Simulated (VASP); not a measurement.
Ti:

```xyz
2
Lattice="1.4878 -2.5081 0.0000 1.4878 2.5081 0.0000 0.0000 0.0000 4.6651" Properties=species:S:1:pos:R:3 pbc="T T T"
Ti    1.4878   -1.6386    3.4988
Ti    1.4878    1.6386    1.1663
```

The cell was generated, and may not be a known phase.

| Item | Value |
| --- | --- |
| Program | VASP 6.6.1 |
| Task | relaxation of cell and atoms |
| Functional | PBE |
| Potentials or basis | VASP PAW PBE potentials, release 64 (Ti_sv) |
| Cutoff | 500 eV |
| k mesh | 22 × 22 × 12 |
| Occupations | gaussian, width 0.1 eV |
| Spin | no spin polarisation |

At the start: pressure -0.4 GPa; volume 17.41 Å³/atom.

Problem. How do energy, volume and symmetry change on relaxing?

Solution. Over 13 steps the energy falls by 2.0 meV/atom and the volume is 17.34 Å³/atom (-0.4 %); space group Cmcm (No. 63, to 0.1 Å) before, P6_3/mmc (No. 194, to 0.1 Å).

Step by step:
```
step  energy change (eV)  largest force (eV/Å)  pressure (GPa)  volume (Å³)
   1              0.0000                0.0330           -0.45        34.82
   2             -0.0017                0.0519            0.33        34.57
   3             -0.0017                0.0551            0.48        34.53
   4             -0.0024                0.0621           -0.06        34.69
   5             -0.0024                0.0632           -0.13        34.72
   6             -0.0029                0.0517           -0.13        34.72
   7             -0.0039                0.0160           -0.10        34.71
   8             -0.0030                0.0563           -0.06        34.69
   9             -0.0040                0.0036           -0.08        34.71
  10             -0.0040                0.0012            0.21        34.61
  11             -0.0041                0.0014            0.06        34.66
  12             -0.0041                0.0030           -0.07        34.70
  13             -0.0041                0.0006            0.01        34.68
```

Final structure:
```
Ti
1.0
     1.46837   -2.54201    0.00000
     1.46837    2.54201    0.00000
     0.00000    0.00000    4.64543
Ti
2
Direct
  0.83321 0.16679 0.75000
  0.16679 0.83321 0.25000
```
